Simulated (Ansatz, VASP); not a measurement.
Given: the input of a run of Ansatz 0.2.0 on Tc.

File input.yaml:

```yaml
crystal:
  lattice:
    - [0.047874, 1.969046, 1.971378]
    - [2.007126, 0.034556, 1.984696]
    - [1.97312, 1.948358, 0.068562]
  atoms:
    - { symbol: Tc, position: [-0.006749, -0.006814, 0.036311] }
kpoints:
  mp_grid: { grid: [12, 12, 12] }
scf:
  occupations: { method: fermi_dirac, width: 0.05 }
hamiltonian:
  xc: pbe
  pseudopotentials: { kind: all_electron, lapw: { basis_error: 0.001 } }
output:
  forces: true
  stress: true
  eigenvalues: true
  populations: true
```

Potentials or basis: all-electron LAPW, scalar-relativistic.

Launch:

```sh
$ ansatz run input.yaml --threads 1 --pin off --max-ram 2560MiB --backend cpu --events-out ev --progress --plain --runs-dir out
```

**Question.** Set up the same calculation for VASP 6.6.1. Potentials there: VASP PAW PBE potentials, release 64 (Tc_pv).

**Answer.** As run (the cutoff follows the program's own potentials):

File INCAR:

```
PREC     = Accurate       # precision mode
ENCUT    = 520            # plane-wave cutoff, eV
EDIFF    = 1E-6           # SCF threshold, eV
ISMEAR   = -1             # smearing method
SIGMA    = 0.05           # smearing width, eV
LREAL    = F              # projectors in reciprocal space
LASPH    = T              # aspherical terms in the spheres
NELM     = 100            # most SCF steps
ALGO     = Fast           # electronic algorithm
ISIF     = 2              # what is computed and relaxed
LWAVE    = F              # write WAVECAR
LCHARG   = F              # write CHGCAR
GGA      = PE             # functional
NBANDS   = 12             # bands
```

KPOINTS

```
regular mesh
0
Gamma
  12 12 12
```

The input POSCAR:

```
Tc
1.0
    0.0478740000      1.9690460000      1.9713780000
    2.0071260000      0.0345560000      1.9846960000
    1.9731200000      1.9483580000      0.0685620000
Tc
1
Direct
   -0.0067490000     -0.0068140000      0.0363110000
```

Potentials or basis: VASP PAW PBE potentials, release 64 (Tc_pv).

Command:

```bash
$ cat potpaw_PBE.64/Tc_pv/POTCAR > POTCAR
$ mpirun -np 1 vasp_std > vasp.out
```

Both were run:

|  | VASP | Ansatz | Ansatz less VASP |
| --- | --- | --- | --- |
| gap on the k mesh at the Fermi level (eV) | none | none | - |
| pressure (GPa) | -6.3 | -5.7 | +0.61 |
| traceless stress, the component that is largest in VASP (GPa) | -6.72 | -6.76 | -0.035 |

A gap of «none» marks a metal or a gap that the smearing closes. Ansatz ran all-electron here, and VASP with PAW potentials.
